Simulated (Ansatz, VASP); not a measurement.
**K in VASP and in Ansatz**

The input INCAR:

```
PREC = Accurate
ENCUT = 520
EDIFF = 1E-6
ISMEAR = 0
SIGMA = 0.15
LREAL = F
LASPH = T
NELM = 100
ALGO = Fast
ISIF = 2
LWAVE = F
LCHARG = F
GGA = PE
NBANDS = 10
```

File KPOINTS:

```
regular mesh
0
Gamma
  14 14 14
```

File POSCAR:

```
K
1.0
   -2.6180000000      2.6180000000      2.7489000000
    2.6180000000     -2.6180000000      2.7489000000
    2.6180000000      2.6180000000     -2.7489000000
K
1
Direct
    0.0000000000      0.0000000000      0.0000000000
```

Input for Ansatz:

```yaml
crystal:
  lattice:
    - [-2.618, 2.618, 2.7489]
    - [2.618, -2.618, 2.7489]
    - [2.618, 2.618, -2.7489]
  atoms:
    - { symbol: K, position: [0.0, 0.0, 0.0] }
basis:
  ecutwfc: 420
kpoints:
  mp_grid: { grid: [14, 14, 14] }
hamiltonian:
  xc: pbe
scf:
  occupations: { method: gaussian, width: 0.15 }
output:
  forces: true
  stress: true
  eigenvalues: true
```

Change from the starting cell: strain +0.000 along x and y, +0.050 along z, atoms carried along.

Alike in both runs: task single point; functional PBE; k mesh 14 × 14 × 14; occupations gaussian, width 0.15 eV; no spin polarisation.

```csv
,VASP,Ansatz
version,VASP 6.6.1,Ansatz 0.2.0
potentials or method,"VASP PAW PBE potentials, release 64 (K_sv), cutoff 520 eV","scalar-relativistic, plane waves, PAW"
valence electrons in the cell,9,9
```

```csv
,VASP,Ansatz,Ansatz less VASP
gap on the k mesh at the Fermi level (eV),none,none,-
pressure (GPa),-0.1,-0.1,0.00
```

A gap of «none» marks a metal or a gap that the smearing closes. The functional is the same, so the differences come from potentials, cutoffs and numerics.
